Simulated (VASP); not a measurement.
Write the native input for VASP 6.6.1 that does the following.

* Task: electric field gradients
* Functional: LDA
* Potentials or basis: VASP PAW LDA potentials, release 64 (Pt)
* Cutoff: 520 eV
* k mesh: 16 × 16 × 16
* Occupations: fermi-dirac, width 0.05 eV
* Spin: no spin polarisation
* Dipole correction: no
* Further INCAR settings: ALGO = Normal; EDIFF = 1e-08; NBANDS = 11

The structure of Pt lies in POSCAR:

```
Pt
1.0
    0.0000000000      1.9583427340      1.9583427340
    1.9583427340      0.0000000000      1.9583427340
    1.9583427340      1.9583427340      0.0000000000
Pt
1
Direct
    0.0000000000      0.0000000000      0.0000000000
```

This cell differs from its parent crystal: volume scaled by 0.98.

One way to write it, as run:

INCAR

```
PREC = Accurate ; ENCUT = 520
EDIFF = 1E-8 ; ISMEAR = -1
SIGMA = 0.05 ; LREAL = F
LASPH = T ; NELM = 60
ALGO = Normal ; ISIF = 2
LWAVE = F ; LCHARG = F
GGA = CA ; LEFG = T
NBANDS = 11
```

KPOINTS

```
Automatic mesh
0
Gamma
  16 16 16
```

Potentials or basis: VASP PAW LDA potentials, release 64 (Pt).

Launch:

```console
$ cat potpaw_LDA.64/Pt/POTCAR > POTCAR
$ mpirun -np 1 vasp_std > vasp.out
```

It gave:

```yaml
Pressure: -4.5 GPa
Band_gap_on_the_k_mesh: zero (band 5 reaches 11.71 eV, above the bottom of band 6 at 9.47 eV)
```

Caveat: without QUAD_EFG the Cq values of the log hold for a quadrupole moment of 1 mb, not for the nuclei; spin-orbit coupling is left out, which moves the levels of the heavy elements.

Run time: 13 s on 1 thread of Intel(R) Xeon(R) Platinum 8559C (Emerald Rapids), with other jobs on the host, peak memory 0.14 GiB.
